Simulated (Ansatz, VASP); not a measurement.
# One calculation of Ru, two programs

Contents of INCAR:

```
SYSTEM = Ru
  PREC = Accurate
  ENCUT = 520
  EDIFF = 1E-6
  ISMEAR = 1
  SIGMA = 0.2
  LREAL = .FALSE.
  LASPH = .TRUE.
  NELM = 80
  ALGO = Normal
  ISIF = 2
  LWAVE = .FALSE.
  LCHARG = .FALSE.
  GGA = PE
  NBANDS = 21
```

File KPOINTS:

```
Automatic mesh
0
G
  13 13 7
  0 0 0
```

POSCAR

```
Ru
1.0
    2.7235595794      0.0000000000      0.0000000000
   -1.3617797897      2.3586717845      0.0000000000
    0.0000000000      0.0000000000      4.2890849607
Ru
2
Direct
    0.3333333333      0.6666666667      0.2500000000
    0.6666666667      0.3333333333      0.7500000000
```

Input for Ansatz:

```yaml
crystal:
  lattice:
    - [2.7235595794, 0.0, 0.0]
    - [-1.3617797897, 2.3586717845, 0.0]
    - [0.0, 0.0, 4.2890849607]
  atoms:
    - { symbol: Ru, position: [0.3333333333, 0.6666666667, 0.25] }
    - { symbol: Ru, position: [0.6666666667, 0.3333333333, 0.75] }
hamiltonian:
  xc: pbe
  pseudopotentials:
    kind: paw
    azcp:
      Ru: "pseudopotentials/Ru.paw.azcp"
basis:
  ecutwfc: 420
  fft_grid_basis: typed
kpoints:
  mp_grid: { grid: [13, 13, 7], shift: [0, 0, 0] }
magnetization:
  spin_polarized: false
scf:
  occupations: { method: methfessel_paxton, width: 0.2 }
  lower_state_search: "off"
output:
  stress: true
  write_density: true
  write_potential: true
  elf: true
  volumetric_format: npy
```

Alike in both runs: task single point; functional PBE; k mesh 13 × 13 × 7; occupations methfessel-paxton of order 1, width 0.2 eV; no spin polarisation.

|  | VASP | Ansatz |
| --- | --- | --- |
| version | VASP 6.6.1 | Ansatz 0.2.0 |
| potentials or method | VASP PAW PBE potentials, release 64 (Ru_pv), cutoff 520 eV | plane waves (420 eV) with PAW, scalar-relativistic |
| valence electrons in the cell | 28 | 32 |

VASP gave:

| Quantity | Value |
| --- | --- |
| pressure (GPa) | -0.3 |
| traceless stress, the component that is largest in VASP (GPa) | 0.18 |

Problem. What did Ansatz give for the same quantities?

Solution. Pressure (GPa): -0.2; traceless stress, the component that is largest in VASP (GPa): 0.17.

VASP's potentials hold 28 valence electrons a cell and Ansatz's 32, so a difference there can come from the potentials and not from the codes.
